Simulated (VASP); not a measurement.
# In (Fd-3m) in VASP: a series of runs, part 2 of 2

VASP 6.6.1. Earlier steps stand in the parts before.

### Step 3. Single point, LDA (20.24 Å³/atom)

This run uses another cell than the first one, of 20.24 Å³/atom.

Contents of INCAR:

```
ALGO     = Normal         # electronic algorithm
EDIFF    = 1E-6           # SCF threshold, eV
ENCUT    = 520            # plane-wave cutoff, eV
ISIF     = 2              # what is computed and relaxed
ISMEAR   = -1             # smearing method
LASPH    = T              # aspherical terms in the spheres
LCHARG   = F              # write CHGCAR
LREAL    = F              # projectors in reciprocal space
LWAVE    = F              # write WAVECAR
NBANDS   = 20             # bands
NELM     = 100            # most SCF steps
PREC     = Accurate       # precision mode
SIGMA    = 0.05           # smearing width, eV
```

Contents of KPOINTS:

```
k-points
0
Gamma
  12 12 12
```

Contents of POSCAR:

```
In
1.0
    0.0000000000      2.7254001456      2.7254001456
    2.7254001456      0.0000000000      2.7254001456
    2.7254001456      2.7254001456      0.0000000000
In
2
Direct
   -0.1250000000     -0.1250000000     -0.1250000000
    0.1250000000      0.1250000000      0.1250000000
```

Potentials or basis: VASP PAW LDA potentials, release 64 (In_d).

The run is started by

```bash
$ cat potpaw_LDA.64/In_d/POTCAR > POTCAR
$ mpirun -np 1 vasp_std > vasp.out
```

OUTCAR:

```text
EDIFF = 1E-6
   ENCUT = 520
   ISIF = 2
   ISMEAR = -1
   LASPH = T
   LREAL = F
   NELM = 100
   PREC = Accurate

 ion  position               nearest neighbor table
   1  0.875  0.875  0.875-   2 2.36   2 2.36   2 2.36   2 2.36
   2  0.125  0.125  0.125-   1 2.36   1 2.36   1 2.36   1 2.36

  LATTYP: Found a face centered cubic cell.
 ALAT       =     5.4508002912

  Lattice vectors:

 A1 = (   0.0000000000,   2.7254001456,   2.7254001456)
 A2 = (   2.7254001456,   0.0000000000,   2.7254001456)
 A3 = (   2.7254001456,   2.7254001456,   0.0000000000)

Analysis of symmetry for initial positions (statically):
=====================================================================
 Subroutine PRICEL returns:
 Original cell was already a primitive cell.

 Routine SETGRP: Setting up the symmetry group for a
 face centered cubic supercell.

 Subroutine GETGRP returns: Found 48 space group operations
 (whereof 12 operations were pure point group operations)
 out of a pool of 48 trial point group operations.

The static configuration has the point symmetry D_3d.
[... 152 lines left out ...]

 number of electron      25.9999999 magnetization

 Free energy of the ion-electron system (eV)
  ---------------------------------------------------
  ext. energy  EPLUGINS =         0.00000000
  ---------------------------------------------------
  free energy    TOTEN  =        -2.58172819 eV

  energy without entropy =       -2.56988911  energy(sigma->0) =       -2.57580865

 E-fermi :  10.1473     XC(G=0): -11.5291

 val. band max:       10.1458198062   @ k =   0.5000   0.1667   0.0833
 cond. band min:      10.1675995901   @ k =   0.2500   0.1667   0.0000
 fundamental gap:      0.0217797839
 Fermi energy:        10.1473009484

 k-point     1 :       0.0000    0.0000    0.0000
  band No.  band energies     occupation
      1      -6.2017      2.00000
      2      -6.2017      2.00000
      3      -6.2017      2.00000
      4      -6.0735      2.00000
      5      -6.0735      2.00000
      6      -4.5531      2.00000
[... 541 lines left out ...]
     19      22.0727      0.00000
     20      22.4839      0.00000

 [... further k-points ...]
[... 5 lines left out ...]
  --------------------------------------------------------------------------------------
  -------------------------------------------------------------------------------------
  Total       15.2767977     15.2767977     15.2767977      0.0000000     -0.0000000      0.0000000
  in kB      604.5358926    604.5358926    604.5358926      0.0000000     -0.0000000      0.0000000
  external PRESSURE =     604.5358926 kB  Pullay stress =       0.0000000 kB

 VOLUME and BASIS-vectors are now :
 -----------------------------------------------------------------------------
  energy-cutoff  :      520.00
  volume of cell :       40.49
      direct lattice vectors                 reciprocal lattice vectors
     0.000000000  2.725400146  2.725400146    -0.183459299  0.183459299  0.183459299
     2.725400146  0.000000000  2.725400146     0.183459299 -0.183459299  0.183459299
     2.725400146  2.725400146  0.000000000     0.183459299  0.183459299 -0.183459299

 POSITION                                       TOTAL-FORCE (eV/Angst)
 -----------------------------------------------------------------------------------
      4.76945      4.76945      4.76945        -0.000000     -0.000000     -0.000000
      0.68135      0.68135      0.68135         0.000000      0.000000      0.000000
 -----------------------------------------------------------------------------------
    total drift:                               -0.000000      0.000000      0.000000

  FREE ENERGIE OF THE ION-ELECTRON SYSTEM (eV)
  ---------------------------------------------------
  free  energy   TOTEN  =        -2.5817281898 eV

  energy  without entropy=       -2.5698891129  energy(sigma->0) =       -2.57580865
```

stdout:

```text
POSCAR found type information on POSCAR In
 POSCAR found :  1 types and       2 ions
 scaLAPACK will be used
 LDA part: xc-table for (Slater(with rela. corr.)+CA(PZ))
 , standard interpolation
 POSCAR, INCAR and KPOINTS ok, starting setup
 FFT: planning ... GRIDC
 FFT: planning ... GRID_SOFT
 FFT: planning ... GRID
 WAVECAR not read
 entering main loop
```

Wall time 87 s (1 thread of Intel Xeon 8259CL, shared host); peak memory 0.18 GiB.

Results:

| Quantity | Value |
| --- | --- |
| Free energy | -2.5817 eV |
| Pressure | 60.5 GPa |
| Band gap on the k mesh | zero (bands 13 and 14 overlap by 7.34 eV) |

Caveat: the cell stands under pressure; spin-orbit coupling is left out, which moves the levels of the heavy elements.

### Step 4. Single point, LDA (23.62 Å³/atom)

This run uses another cell than the first one, of 23.62 Å³/atom.

Contents of INCAR:

```
SYSTEM = In
PREC = Accurate
ENCUT = 520
EDIFF = 1E-6
ISMEAR = -1
SIGMA = 0.05
LREAL = .FALSE.
LASPH = .TRUE.
NELM = 80
ALGO = Normal
ISIF = 2
LWAVE = .FALSE.
LCHARG = .TRUE.
LELF = .TRUE.
LVHAR = .TRUE.
NBANDS = 20
```

Contents of KPOINTS:

```
Automatic mesh
0
G
  12 12 12
  0 0 0
```

Contents of POSCAR:

```
In
1.0
    0.0000000000      2.8691012279      2.8691012279
    2.8691012279      0.0000000000      2.8691012279
    2.8691012279      2.8691012279      0.0000000000
In
2
Direct
   -0.1250000000     -0.1250000000     -0.1250000000
    0.1250000000      0.1250000000      0.1250000000
```

The run is started by

```bash
$ cat potpaw_LDA.64/In_d/POTCAR > POTCAR
$ mpirun -np 1 vasp_std > vasp.out
```

Wall time 82 s (1 thread of Intel Xeon 8259CL, shared host); peak memory 0.18 GiB.

The run converged. Its results:

```yaml
Free_energy: -4.3905 eV
Pressure: 28.9 GPa
Band_gap_on_the_k_mesh: zero (bands 13 and 14 overlap by 6.05 eV)
```

Levels at points of the mesh, in eV from the Fermi level:
```csv
k point,band 10,band 11,band 12,band 13,band 14,band 15,band 16,band 17
"(0.00, 0.00, 0.00)",-14.06,-10.51,3.94,3.94,3.94,5.33,5.33,5.33
"(0.50, 0.00, 0.00)",-14.02,-7.45,-5.36,1.63,1.63,4.80,6.32,6.32
"(0.50, 0.50, 0.00)",-13.93,-5.61,-5.61,-0.90,-0.90,3.15,3.15,13.77
```

Caveat: the cell stands under pressure; spin-orbit coupling is left out, which moves the levels of the heavy elements.

### Step 5. Single point, LDA (23.62 Å³/atom)

This run uses another cell than the first one, of 23.62 Å³/atom.

Contents of INCAR:

```
SYSTEM = In
ALGO     = Normal         ! electronic algorithm
EDIFF    = 1E-6           ! SCF threshold, eV
ENCUT    = 520            ! plane-wave cutoff, eV
GGA      = CA             ! functional
ISIF     = 2              ! what is computed and relaxed
ISMEAR   = -1             ! smearing method
LASPH    = .TRUE.         ! aspherical terms in the spheres
LCHARG   = .FALSE.        ! write CHGCAR
LREAL    = .FALSE.        ! projectors in reciprocal space
LWAVE    = .FALSE.        ! write WAVECAR
NBANDS   = 20             ! bands
NELM     = 60             ! most SCF steps
PREC     = Accurate       ! precision mode
SIGMA    = 0.05           ! smearing width, eV
```

Contents of KPOINTS:

```
k-points
0
G
  12 12 12
  0 0 0
```

POSCAR is that of step 4.

Potentials or basis: VASP PAW LDA potentials, release 64 (In_d).

The run is started by

```bash
$ cat potpaw_LDA.64/In_d/POTCAR > POTCAR
$ mpirun -np 1 vasp_std > vasp.out
```

OUTCAR:

```text
SYSTEM = In
   EDIFF = 1E-6
   ENCUT = 520
   GGA = CA
   ISIF = 2
   ISMEAR = -1
   LASPH = .TRUE.
   LREAL = .FALSE.
   NELM = 60
   PREC = Accurate

 ion  position               nearest neighbor table
   1  0.875  0.875  0.875-   2 2.48   2 2.48   2 2.48   2 2.48
   2  0.125  0.125  0.125-   1 2.48   1 2.48   1 2.48   1 2.48

  LATTYP: Found a face centered cubic cell.
 ALAT       =     5.7382024558

  Lattice vectors:

 A1 = (   0.0000000000,   2.8691012279,   2.8691012279)
 A2 = (   2.8691012279,   0.0000000000,   2.8691012279)
 A3 = (   2.8691012279,   2.8691012279,   0.0000000000)

[... 188 lines left out ...]
      5      -7.4961      2.00000
      6      -6.3765      2.00000
[... 541 lines left out ...]
     19      19.0781      0.00000
     20      19.4909      0.00000

 [... further k-points ...]
[... 5 lines left out ...]
  --------------------------------------------------------------------------------------
  -------------------------------------------------------------------------------------
  Total        8.5204323      8.5204323      8.5204323     -0.0000000     -0.0000000     -0.0000000
  in kB      289.0044992    289.0044992    289.0044992     -0.0000000     -0.0000000     -0.0000000
  external PRESSURE =     289.0044992 kB  Pullay stress =       0.0000000 kB

 VOLUME and BASIS-vectors are now :
 -----------------------------------------------------------------------------
  energy-cutoff  :      520.00
  volume of cell :       47.24
      direct lattice vectors                 reciprocal lattice vectors
     0.000000000  2.869101228  2.869101228    -0.174270603  0.174270603  0.174270603
     2.869101228  0.000000000  2.869101228     0.174270603 -0.174270603  0.174270603
     2.869101228  2.869101228  0.000000000     0.174270603  0.174270603 -0.174270603

 POSITION                                       TOTAL-FORCE (eV/Angst)
 -----------------------------------------------------------------------------------
      5.02093      5.02093      5.02093        -0.000000     -0.000000      0.000000
      0.71728      0.71728      0.71728         0.000000      0.000000     -0.000000
 -----------------------------------------------------------------------------------
    total drift:                               -0.000000      0.000000      0.000000

  FREE ENERGIE OF THE ION-ELECTRON SYSTEM (eV)
  ---------------------------------------------------
  free  energy   TOTEN  =        -4.3904851132 eV

  energy  without entropy=       -4.3803119457  energy(sigma->0) =       -4.38539853
```

stdout:

```text
POSCAR found type information on POSCAR In
 POSCAR found :  1 types and       2 ions
 scaLAPACK will be used
 LDA part: xc-table for (Slater(with rela. corr.)+CA(PZ))
 , standard interpolation
 POSCAR, INCAR and KPOINTS ok, starting setup
 FFT: planning ... GRIDC
 FFT: planning ... GRID_SOFT
 FFT: planning ... GRID
 WAVECAR not read
 entering main loop
```

Run time: 77 s. Hardware: 1 thread of Intel Xeon 8259CL, shared host; peak memory 0.18 GiB.

Results:

* Free energy: -4.3905 eV
* Pressure: 28.9 GPa
* Band gap on the k mesh: zero (bands 13 and 14 overlap by 6.05 eV)

Caveat: the cell stands under pressure; spin-orbit coupling is left out, which moves the levels of the heavy elements.

### Step 6. Overview

| cell | gap on the mesh (eV) | pressure (GPa) |
| --- | --- | --- |
| a = 3.627 Å, angles 60.0°, 2 atoms | none | 127.9 |
| a = 3.854 Å, angles 60.0°, 2 atoms | none | 60.5 |
| a = 4.058 Å, angles 60.0°, 2 atoms | none | 28.9 |

Alike in all rows: task single point; level LDA; potentials or basis VASP PAW LDA potentials, release 64 (In_d); no spin polarisation; k mesh 12 × 12 × 12; cutoff (eV) 520; smearing fermi-dirac 0.05 eV.

Caveats: the cell stands under pressure; spin-orbit coupling is left out, which moves the levels of the heavy elements.

Total energies depend on the potentials used, so only differences within one code and one set of settings carry meaning.
